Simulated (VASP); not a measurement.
Wanted: the native input for a VASP 6.6.1 run.

* Task: single point
* Functional: PBE
* Potentials or basis: VASP PAW PBE potentials, release 64 (Si, As)
* Cutoff: 520 eV
* k mesh: 3 × 3 × 4
* Occupations: gaussian, width 0.1 eV
* Spin: no spin polarisation
* Dipole correction: no
* Further INCAR settings: ALGO = Normal; EDIFF = 1e-06; NBANDS = 24

The structure of SiAs5 lies in POSCAR:

```
SiAs5
1.0
    5.7817678200      0.0000000000      0.0000000000
   -2.8908839100      5.0071578100      0.0000000000
    0.0000000000      0.0000000000      4.8201201000
Si As
1 5
Direct
    0.0000000000      0.0000000000      0.0000000000
    0.5000000000      0.0000000000      0.5000000000
    0.5000000000      0.5000000000      0.5000000000
    0.0000000000      0.5000000000      0.5000000000
    0.3333333300      0.6666666700      0.0000000000
    0.6666666700      0.3333333300      0.0000000000
```

The input as run:

INCAR

```
SYSTEM = SiAs5
PREC = Accurate
ENCUT = 520
EDIFF = 1E-6
ISMEAR = 0
SIGMA = 0.1
LREAL = .FALSE.
LASPH = .TRUE.
NELM = 60
ALGO = Normal
ISIF = 2
LWAVE = .FALSE.
LCHARG = .FALSE.
GGA = PE
NBANDS = 24
```

KPOINTS

```
regular mesh
0
G
  3 3 4
  0 0 0
```

Potentials or basis: VASP PAW PBE potentials, release 64 (Si, As).

Launch:

```bash
$ cat potpaw_PBE.64/Si/POTCAR potpaw_PBE.64/As/POTCAR > POTCAR
$ mpirun -np 1 vasp_std > vasp.out
```

It gave:

- Pressure: -4.4 GPa

Caveat: the k points lie up to 0.42 Å⁻¹ apart.

Wall time 35 s on 1 thread of Intel(R) Xeon(R) Platinum 8259CL CPU @ 2.50GHz (Skylake/Cascade Lake), on a shared host, peak memory 0.27 GiB.
